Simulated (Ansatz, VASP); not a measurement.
Sb: VASP beside Ansatz

```
Sb
1.0
     5.85058    0.00000    0.00000
    -2.92529    5.06675    0.00000
     0.00000    0.00000    3.45743
Sb
3
Direct
  0.00000 0.00000 0.00000
  0.33333 0.66667 0.50000
  0.66667 0.33333 0.50000
```

Alike in both runs: task single point; functional BLYP; k mesh 7 × 7 × 11; occupations fermi-dirac, width 0.1 eV; no spin polarisation.

|  | VASP | Ansatz |
| --- | --- | --- |
| version | VASP 6.6.1 | Ansatz 0.2.0 |
| potentials or method | VASP PAW PBE potentials, release 64 (Sb), cutoff 520 eV | plane waves (420 eV) with PAW, scalar-relativistic |
| valence electrons in the cell | 15 | 45 |

Ansatz gave:

```
pressure (GPa)                                                : -3.8
traceless stress, the component that is largest in VASP (GPa) : -0.12
```

Estimate VASP's values.

pressure (GPa): -3.7; traceless stress, the component that is largest in VASP (GPa): -0.11.

VASP's potentials were made for PBE, not for BLYP. VASP's potentials hold 15 valence electrons a cell and Ansatz's 45, so a difference there can come from the potentials and not from the codes.

Spin-orbit coupling is off throughout.
